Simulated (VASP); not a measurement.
# MgO (P1) in VASP: single point with PBE

Aim: the single point of MgO with PBE.

Everything below comes from runs of VASP 6.6.1. Logs are shortened: lines on timing, memory, paths and dates and some standing lists are left out, and cuts for length are marked.

## Step 1: The cell of the first run

The typed cell holds 12 atoms: a = 3.020 Å, b = 3.020 Å, c = 14.827 Å, α = 86.11°, β = 88.05°, γ = 60.00°.

## Step 2: Single point, PBE

Contents of INCAR:

```
  PREC = Accurate
  ENCUT = 520
  EDIFF = 1E-6
  ISMEAR = 0
  SIGMA = 0.05
  LREAL = False
  LASPH = True
  NELM = 80
  ALGO = Normal
  ISIF = 2
  LWAVE = False
  LCHARG = False
  GGA = PE
  NBANDS = 36
```

Contents of KPOINTS:

```
regular mesh
0
Gamma
  9 9 2
```

Contents of POSCAR:

```
MgO
1.0
    2.1351500000     -2.1351500000      0.0000000000
    2.1351500000      0.0000000000     -2.1351500000
    9.2523166667      8.5406000000      7.8288833333
Mg O
6 6
Direct
    0.6666666667      0.6527777778      0.0416666667
    0.0000000000     -0.2916666667      0.8750000000
    0.3333333333      0.2638888889      0.2083333333
    0.6666666667      0.4861111111      0.5416666667
    0.0000000000     -0.1250000000      0.3750000000
    0.3333333333      0.0972222222      0.7083333333
    0.6666666667      0.5694444444      0.2916666667
    0.0000000000     -0.0416666667      0.1250000000
    0.3333333333      0.1805555556      0.4583333333
    0.6666666667      0.4027777778      0.7916666667
    1.0000000000      0.7916666667      0.6250000000
    0.3333333333      0.0138888889      0.9583333333
```

Potentials or basis: VASP PAW PBE potentials, release 64 (Mg, O).

Run with:

```console
$ cat potpaw_PBE.64/Mg/POTCAR potpaw_PBE.64/O/POTCAR > POTCAR
$ mpirun -np 1 vasp_std > vasp.out
```

OUTCAR:

```text
PREC = Accurate
   ENCUT = 520
   EDIFF = 1E-6
   ISMEAR = 0
   LREAL = False
   LASPH = True
   NELM = 80
   ISIF = 2
   GGA = PE

 ion  position               nearest neighbor table
   1  0.667  0.653  0.042-  12 1.59   8 2.14   8 2.14   8 2.14  12 2.36   2 2.66   3 3.02   3 3.02
                             3 3.02   2 3.18   2 3.63   2 3.63
   2  0.000  0.708  0.875-  10 2.14  12 2.14  12 2.14  10 2.14  12 2.14  10 2.14   1 2.66   6 3.02
                             6 3.02   6 3.02   1 3.18   1 3.63   1 3.63
   3  0.333  0.264  0.208-   8 2.14   8 2.14   8 2.14   7 2.14   7 2.14   7 2.14   1 3.02   1 3.02
                             1 3.02   5 3.02   5 3.02   5 3.02
   4  0.667  0.486  0.542-  11 2.14  11 2.14  11 2.14   9 2.14   9 2.14   9 2.14   6 3.02   6 3.02
                             6 3.02   5 3.02   5 3.02   5 3.02
   5  0.000  0.875  0.375-   7 2.14   9 2.14   9 2.14   7 2.14   7 2.14   9 2.14   3 3.02   4 3.02
                             4 3.02   3 3.02   3 3.02   4 3.02
   6  0.333  0.097  0.708-  11 2.14  11 2.14  11 2.14  10 2.14  10 2.14  10 2.14   4 3.02   4 3.02
                             4 3.02   2 3.02   2 3.02   2 3.02
   7  0.667  0.569  0.292-   5 2.14   5 2.14   5 2.14   3 2.14   3 2.14   3 2.14
   8  0.000  0.958  0.125-   1 2.14   3 2.14   3 2.14   1 2.14   3 2.14   1 2.14
   9  0.333  0.181  0.458-   5 2.14   5 2.14   5 2.14   4 2.14   4 2.14   4 2.14
  10  0.667  0.403  0.792-   2 2.14   2 2.14   2 2.14   6 2.14   6 2.14   6 2.14
  11  0.000  0.792  0.625-   6 2.14   4 2.14   4 2.14   4 2.14   6 2.14   6 2.14
  12  0.333  0.014  0.958-   1 1.59   2 2.14   2 2.14   2 2.14   1 2.36

  LATTYP: Found a base centered monoclinic cell.
 ALAT       =     3.0195580877
 B/A-ratio  =     1.7320508076
 C/A-ratio  =     4.9103066209
 COS(beta)  =    -0.0678844233

  Lattice vectors:

 A1 = (  -2.1351500000,   2.1351500000,   0.0000000000)
 A2 = (   0.0000000000,  -2.1351500000,   2.1351500000)
 A3 = (   9.2523166667,   8.5406000000,   7.8288833333)

Analysis of symmetry for initial positions (statically):
=====================================================================
 Subroutine PRICEL returns:
 Original cell was already a primitive cell.

 Routine SETGRP: Setting up the symmetry group for a
 base centered monoclinic supercell.

 Subroutine GETGRP returns: Found  1 space group operations
 (whereof  1 operations were pure point group operations)
 out of a pool of  4 trial point group operations.

The static configuration has the point symmetry C_1 .

Analysis of symmetry for dynamics (positions and initial velocities):
=====================================================================
 Subroutine PRICEL returns:
 Original cell was already a primitive cell.

 Routine SETGRP: Setting up the symmetry group for a
 base centered monoclinic supercell.

 Subroutine GETGRP returns: Found  1 space group operations
 (whereof  1 operations were pure point group operations)
 out of a pool of  4 trial point group operations.

The dynamic configuration has the point symmetry C_1 .

 Subroutine INISYM returns: Found  1 space group operations
 (whereof  1 operations are pure point group operations),
 and found     1 'primitive' translations

----------------------------------------------------------------------------------------

                                     Primitive cell

  volume of cell :     116.8063

  direct lattice vectors                    reciprocal lattice vectors
     2.135150000 -2.135150000  0.000000000     0.156117057 -0.312234113  0.156117057
     2.135150000  0.000000000 -2.135150000     0.143107302  0.143107302 -0.325243868
     9.252316667  8.540600000  7.828883333     0.039029264  0.039029264  0.039029264

  length of vectors
     3.019558088  3.019558088 14.826956070     0.382407129  0.383070455  0.067600668

  position of ions in fractional coordinates (direct lattice)
     0.666666667  0.652777778  0.041666667
     0.000000000  0.708333333  0.875000000
     0.333333333  0.263888889  0.208333333
     0.666666667  0.486111111  0.541666667
     0.000000000  0.875000000  0.375000000
     0.333333333  0.097222222  0.708333333
     0.666666667  0.569444444  0.291666667
     0.000000000  0.958333333  0.125000000
     0.333333333  0.180555556  0.458333333
     0.666666667  0.402777778  0.791666667
     0.000000000  0.791666667  0.625000000
     0.333333333  0.013888889  0.958333333

  ion indices of the primitive-cell ions
   primitive index   ion index
                 1           1
                 2           2
                 3           3
                 4           4
                 5           5
                 6           6
                 7           7
                 8           8
                 9           9
                10          10
                11          11
                12          12

----------------------------------------------------------------------------------------

 KPOINTS: regular mesh

Automatic generation of k-mesh.
 Grid dimensions read from file:
 generate k-points for:    9    9    2

 Generating k-lattice:

  Cartesian coordinates                     Fractional coordinates (reciprocal lattice)
     0.017346340 -0.034692679  0.017346340     0.111111111  0.000000000  0.000000000
     0.015900811  0.015900811 -0.036138208     0.000000000  0.111111111  0.000000000
     0.019514632  0.019514632  0.019514632     0.000000000  0.000000000  0.500000000

  Length of vectors
     0.042489681  0.042563384  0.033800334

  Shift w.r.t. Gamma in fractional coordinates (k-lattice)
     0.000000000  0.000000000  0.000000000

 Subroutine IBZKPT returns following result:
 ===========================================

 Found     82 irreducible k-points:

 Following reciprocal coordinates:
            Coordinates               Weight
  0.000000  0.000000  0.000000      1.000000
  0.111111  0.000000  0.000000      2.000000
  0.222222  0.000000  0.000000      2.000000
  0.333333  0.000000  0.000000      2.000000
  0.444444  0.000000  0.000000      2.000000
  0.000000  0.111111  0.000000      2.000000
[... 16 lines left out ...]
  0.333333 -0.222222  0.000000      2.000000
  0.000000  0.333333 -0.000000      2.000000
 [... further k-points ...]
   k-points           NKPTS =     82   k-points in BZ     NKDIM =     82   number of bands    NBANDS=     36
   number of dos      NEDOS =    301   number of ions     NIONS =     12
   total plane-waves  NPLWV =  64512
   dimension x,y,z NGX =    24 NGY =   24 NGZ =  112
   dimension x,y,z NGXF=    48 NGYF=   48 NGZF=  224
   ions per type =               6   6
   NGX,Y,Z   is equivalent  to a cutoff of  13.21, 13.21, 12.56 a.u.
   NGXF,Y,Z  is equivalent  to a cutoff of  26.43, 26.43, 25.12 a.u.
 SYSTEM =  unknown system
   PREC   = accura    normal or accurate (medium, high low for compatibility)
   ISTART =      0    job   : 0-new  1-cont  2-samecut
   ICHARG =      2    charge: 1-file 2-atom 10-const
   ISPIN  =      1    spin polarized calculation?
   LNONCOLLINEAR =      F non collinear calculations
   LSORBIT =      F    spin-orbit coupling
   LASPH  =      T    aspherical Exc in radial PAW
   ENCUT  =  520.0 eV  38.22 Ry    6.18 a.u.   5.61  5.61 27.57*2*pi/ulx,y,z
   NELM   =     80;   NELMIN=  2; NELMDL= -5     # of ELM steps
   EDIFF  = 0.1E-05   stopping-criterion for ELM
   LREAL  =      F    real-space projection
   EDIFFG = 0.1E-04   stopping-criterion for IOM
   NSW    =      0    number of steps for IOM
   IBRION =     -1    ionic relax: 0-MD 1-quasi-New 2-CG
   NFREE  =      0    steps in history (QN), initial steepest desc. (CG)
   ISIF   =      2    stress and relaxation
   ISYM   =      2    0-nonsym 1-usesym 2-fastsym
   POTIM  = 0.5000    time-step for ionic-motion
   TEBEG  =    0.0;   TEEND  =   0.0 temperature during run
   PSTRESS=    0.0 pullay stress
   NELECT =      48.0000    total number of electrons
   NUPDOWN=      -1.0000    fix difference up-down
   EMIN   =  10.00;   EMAX   =-10.00  energy-range for DOS
   EFERMI =   0.00;   METHOD = LEGACY
   ISMEAR =     0;   SIGMA  =   0.05  broadening in eV -4-tet -1-fermi 0-gaus
   EFERMI_NEDOS =   21; number of points for ismear=-14 and -15
   IALGO  =     38    algorithm
   IMIX   =      4    mixing-type and parameters
     AMIX     =   0.40;   BMIX     =  1.00
     AMIX_MAG =   1.60;   BMIX_MAG =  1.00
  volume/ion in A,a.u.               =       9.73        65.69
  Fermi-wavevector in a.u.,A,eV,Ry     =   1.217119  2.300022 20.155386  1.481379
  Thomas-Fermi vector in A             =   2.352450
   LORBIT       =      0    0 simple, 1 ext, 2 COOP (PROOUT), +10 PAW based schemes
   GGA     = PE    functional components
   LHFCALC =     F    Hartree Fock is set to
   AEXX    =    0.0000 exact exchange contribution
   IVDW    =     0    specifies the selected vdW correction
   LEPSILON=     F    determine dielectric tensor
   LRPA    =     F    only Hartree local field effects (RPA)
 non-spin polarized calculation
 Gauss-broadening in eV      SIGMA  =   0.05
  energy-cutoff  :      520.00
  volume of cell :      116.81
 maximum number of plane-waves:      3188
   NGX = 11   NGY = 11   NGZ = 55

 number of electron      48.0000004 magnetization

 Free energy of the ion-electron system (eV)
  ---------------------------------------------------
  ext. energy  EPLUGINS =         0.00000000
  ---------------------------------------------------
  free energy    TOTEN  =       -69.55239515 eV

  energy without entropy =      -69.55239515  energy(sigma->0) =      -69.55239515

 E-fermi :   3.2190     XC(G=0): -10.8615

 val. band max:        3.0136314683   @ k =   0.0000   0.0000   0.0000
 cond. band min:       7.0183749248   @ k =   0.0000   0.0000   0.0000
 fundamental gap:      4.0047434566
 Fermi energy:         3.2190143968

 k-point     1 :       0.0000    0.0000    0.0000
  band No.  band energies     occupation
      1     -14.2382      2.00000
      2     -13.9552      2.00000
      3     -13.8834      2.00000
      4     -13.3598      2.00000
      5     -13.3211      2.00000
      6     -12.9759      2.00000
[... 28 lines left out ...]
     35      16.2051      0.00000
     36      18.0427      0.00000

 k-point     2 :       0.1111    0.0000    0.0000
  band No.  band energies     occupation
      1     -14.1335      2.00000
      2     -13.8606      2.00000
      3     -13.7883      2.00000
      4     -13.2971      2.00000
      5     -13.2580      2.00000
      6     -12.9322      2.00000
[... 28 lines left out ...]
     35      15.7731      0.00000
     36      17.0438      0.00000

 k-point     3 :       0.2222    0.0000    0.0000
  band No.  band energies     occupation
      1     -13.8498      2.00000
      2     -13.6068      2.00000
      3     -13.5328      2.00000
      4     -13.1378      2.00000
      5     -13.0952      2.00000
      6     -12.8240      2.00000
[... 28 lines left out ...]
     35      14.9773      0.00000
     36      15.4942      0.00000
[... 742 lines left out ...]
 k-point    23 :       0.3333   -0.2222    0.0000
  band No.  band energies     occupation
      1     -13.1035      2.00000
      2     -12.9410      2.00000
      3     -12.8468      2.00000
      4     -12.8049      2.00000
      5     -12.7440      2.00000
      6     -12.6366      2.00000
[... 28 lines left out ...]
     35      14.5011      0.00000
     36      14.6020      0.00000

 k-point    24 :       0.0000    0.3333   -0.0000
  band No.  band energies     occupation
      1     -13.5009      2.00000
      2     -13.3009      2.00000
      3     -13.1826      2.00000
      4     -12.9755      2.00000
      5     -12.8805      2.00000
      6     -12.7120      2.00000
[... 28 lines left out ...]
     35      14.6794      0.00000
     36      14.8506      0.00000

 [... further k-points ...]
[... 5 lines left out ...]
  --------------------------------------------------------------------------------------
  -------------------------------------------------------------------------------------
  Total        0.9828340     -0.4320748     10.3323101     -0.3856960      2.3373722      6.0258201
  in kB       13.4810686     -5.9265658    141.7234110     -5.2904093     32.0606297     82.6533246
  external PRESSURE =      49.7593046 kB  Pullay stress =       0.0000000 kB

 VOLUME and BASIS-vectors are now :
 -----------------------------------------------------------------------------
  energy-cutoff  :      520.00
  volume of cell :      116.81
      direct lattice vectors                 reciprocal lattice vectors
     2.135150000 -2.135150000  0.000000000     0.156117057 -0.312234113  0.156117057
     2.135150000  0.000000000 -2.135150000     0.143107302  0.143107302 -0.325243868
     9.252316667  8.540600000  7.828883333     0.039029264  0.039029264  0.039029264

 POSITION                                       TOTAL-FORCE (eV/Angst)
 -----------------------------------------------------------------------------------
      3.20273     -1.06757     -1.06757         4.141969      0.287818      8.743167
      9.60817      7.47302      5.33788        -0.016623     -0.375639     -0.221704
      3.20272      1.06757      1.06757         0.066763      0.069703      0.074919
      7.47303      3.20273      3.20273         0.036568      0.036679      0.036749
      5.33788      3.20273      1.06757         0.035342      0.035613      0.035389
      7.47302      5.33787      5.33787         0.036057      0.036281      0.035737
      5.33788      1.06758      1.06758        -0.043417     -0.031260     -0.032042
      3.20272      1.06757     -1.06757        -0.162782      0.354041      0.200681
      5.33787      3.20272      3.20272        -0.036593     -0.036362     -0.036672
      9.60818      5.33788      5.33788        -0.023206     -0.025354     -0.043553
      7.47303      5.33787      3.20272        -0.036239     -0.036256     -0.036903
      9.60817      7.47302      7.47302        -3.997840     -0.315265     -8.755769
 -----------------------------------------------------------------------------------
    total drift:                                0.000178     -0.000207     -0.000470

  FREE ENERGIE OF THE ION-ELECTRON SYSTEM (eV)
  ---------------------------------------------------
  free  energy   TOTEN  =       -69.5523951529 eV

  energy  without entropy=      -69.5523951529  energy(sigma->0) =      -69.55239515
```

It took 13 min on 1 thread of Oxide Virtual Turin-like, shared host; peak memory 0.37 GiB.

What came out:

```
Free energy            : -69.5524 eV
Pressure               : 5.0 GPa
Largest force          : 9.679 eV/Å
Band gap on the k mesh : 4.00 eV, direct
```

Forces in eV/Å, atoms in the order of the input:
```
Mg   4.142  0.288  8.743
Mg  -0.017 -0.376 -0.222
Mg   0.067  0.070  0.075
Mg   0.037  0.037  0.037
Mg   0.035  0.036  0.035
Mg   0.036  0.036  0.036
O   -0.043 -0.031 -0.032
O   -0.163  0.354  0.201
O   -0.037 -0.036 -0.037
O   -0.023 -0.025 -0.044
O   -0.036 -0.036 -0.037
O   -3.998 -0.315 -8.756
```

Stress tensor (GPa, compression positive):
```
 1.35 -0.53  8.27
-0.53 -0.59  3.21
 8.27  3.21 14.17
```

Levels at points of the mesh, in eV from the valence-band top:
```csv
k point,band 22,band 23,band 24,band 25,band 26,band 27
"(0.00, 0.00, 0.00)",-0.13,-0.09,0.00,4.00,5.28,5.67
"(0.00, 0.00, 0.50)",-0.18,-0.11,-0.04,4.26,4.71,6.27
```

Caveat: forces of over 1 eV/Å act on the atoms, so gaps and moduli don't describe the material at rest. A k mesh can miss the band edges.
